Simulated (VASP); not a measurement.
SiO2: single point with r2SCAN

The system is SiO2.

```
Si O
1.0
     5.23244    0.00000    0.00000
    -2.61622    4.53143    0.00000
     0.00000    0.00000    5.69934
Si O
3 6
Direct
  0.00000 0.50000 0.33333
  0.50000 0.50000 0.66667
  0.50000 0.00000 0.00000
  0.56920 0.78460 0.83333
  0.78460 0.56920 0.50000
  0.78460 0.21540 0.16667
  0.43080 0.21540 0.83333
  0.21540 0.43080 0.50000
  0.21540 0.78460 0.16667
```

| Item | Value |
| --- | --- |
| Program | VASP 6.6.1 |
| Task | single point |
| Functional | r2SCAN |
| Potentials or basis | VASP PAW PBE potentials, release 64 (Si, O) |
| Cutoff | 520 eV |
| k mesh | 6 × 6 × 4 |
| Occupations | gaussian, width 0.02 eV |
| Spin | no spin polarisation |

| Property | Result |
| --- | --- |
| Pressure | -12.1 GPa |
| Band gap on the k mesh | 5.78 eV (least direct gap 6.02 eV) |

Forces in eV/Å, atoms in the order of the input:
```
Si   0.000  0.000  0.000
Si   0.000  0.000  0.000
Si   0.000  0.000  0.000
O   -0.002 -0.001  0.000
O    0.000 -0.002  0.000
O   -0.002  0.001  0.000
O    0.002  0.001  0.000
O    0.000  0.002  0.000
O    0.002 -0.001  0.000
```

Stress tensor (GPa, compression positive):
```
-12.05   0.00   0.00
  0.00 -12.05   0.00
  0.00   0.00 -12.14
```

Levels at points of the mesh, in eV from the valence-band top:
```tsv
k point	band 22	band 23	band 24	band 25	band 26	band 27
(0.00, 0.00, 0.00)	-0.39	-0.39	-0.24	5.78	9.30	9.30
(0.50, 0.00, 0.00)	-0.98	-0.30	0.00	7.88	8.65	9.88
(0.00, 0.00, 0.50)	-0.28	-0.01	-0.01	7.61	7.61	9.06
(0.50, 0.00, 0.50)	-0.71	-0.67	-0.29	8.45	8.96	9.64
```

It took 2.4 min on 1 thread of Intel(R) Xeon(R) 6975P-C (Granite Rapids) (shared host), peak memory 0.3 GiB.

Caveat: the cell stands under tension; the PAW data sets were made with another functional, which shifts forces and pressure a little. A k mesh can miss the band edges.
